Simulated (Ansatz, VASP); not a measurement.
## One calculation of C, two programs

File INCAR:

```
SYSTEM = C
PREC = Accurate
ENCUT = 520
EDIFF = 1E-6
ISMEAR = 0
SIGMA = 0.01
LREAL = .False.
LASPH = .True.
NELM = 60
ALGO = Normal
ISIF = 2
LWAVE = .False.
LCHARG = .False.
GGA = PE
NBANDS = 11
```

KPOINTS

```
regular mesh
0
Gamma
  6 6 6
  0 0 0
```

POSCAR

```
C
1.0
    0.0000000000      1.7833700000      1.7833700000
    1.7833700000      0.0000000000      1.7833700000
    1.7833700000      1.7833700000      0.0000000000
C
2
Direct
    0.0000000000      0.0000000000      0.0000000000
    0.2500000000      0.2500000000      0.2500000000
```

Input for Ansatz:

```yaml
crystal:
  lattice:
    - [0.0, 1.78337, 1.78337]
    - [1.78337, 0.0, 1.78337]
    - [1.78337, 1.78337, 0.0]
  atoms:
    - { symbol: C, position: [0.0, 0.0, 0.0] }
    - { symbol: C, position: [0.25, 0.25, 0.25] }
basis:
  ecutwfc: 550.0
kpoints:
  mp_grid:
    grid: [6, 6, 6]
hamiltonian:
  xc: pbe
scf:
  occupations:
    method: fixed
output:
  stress: true
```

Alike in both runs: task single point; functional PBE; k mesh 6 × 6 × 6; no spin polarisation.

```csv
,VASP,Ansatz
version,VASP 6.6.1,Ansatz 0.2.0
potentials or method,"VASP PAW PBE potentials, release 64 (C), cutoff 520 eV","plane waves, PAW"
occupations,"gaussian, width 0.01 eV",fixed
valence electrons in the cell,8,8
```

Ansatz gave:

| Property | Result |
| --- | --- |
| pressure (GPa) | 1.9 |

Question: What did VASP give for the same quantities?

Answer: Pressure (GPa): 2.5.

The k mesh is coarse, so the values compare programs but aren't converged.
